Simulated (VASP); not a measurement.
Input of a VASP 6.6.1 run:

INCAR

```
ALGO = Normal
EDIFF = 1E-6
ENCUT = 520
GGA = PS
ISIF = 2
ISMEAR = -1
IVDW = 12
LASPH = T
LCHARG = F
LREAL = F
LWAVE = F
NBANDS = 48
NELM = 80
PREC = Accurate
SIGMA = 0.05
```

KPOINTS

```
k-points
0
Gamma
  8 8 2
```

Contents of POSCAR:

```
InSe
1.0
    4.0500000000      0.0000000000      0.0000000000
   -2.0250000000      3.5074028853      0.0000000000
    0.0000000000      0.0000000000     16.9300000000
In Se
4 4
Direct
    0.6666666667      0.3333333333      0.8430000000
    0.3333333333      0.6666666667      0.3430000000
    0.6666666667      0.3333333333      0.6570000000
    0.3333333333      0.6666666667      0.1570000000
    0.6666666667      0.3333333333      0.3980000000
    0.3333333333      0.6666666667      0.8980000000
    0.6666666667      0.3333333333      0.1020000000
    0.3333333333      0.6666666667      0.6020000000
```

Potentials or basis: VASP PAW PBE potentials, release 64 (In_d, Se).

Command:

```bash
$ cat potpaw_PBE.64/In_d/POTCAR potpaw_PBE.64/Se/POTCAR > POTCAR
$ mpirun -np 1 vasp_std > vasp.out
```

Question: Predict the pressure.

Answer: 3.6 GPa.

Question: Estimate the largest force.

Answer: 2.744 eV/Å.

Question: What does it give for the band gap on the k mesh?

Answer: Zero (bands 38 and 39 overlap by 0.09 eV).

Question: Predict the dispersion energy per atom.

Answer: -0.282 eV.

Stress tensor (GPa, compression positive):
```
 6.18  0.00  0.00
 0.00  6.18  0.00
 0.00  0.00 -1.50
```

Caveat: three body term missing; the stress differs along the axes, from -1 to 6 GPa; the PAW data sets were made with another functional, which shifts forces and pressure a little; spin-orbit coupling is left out, which moves the levels of the heavy elements.
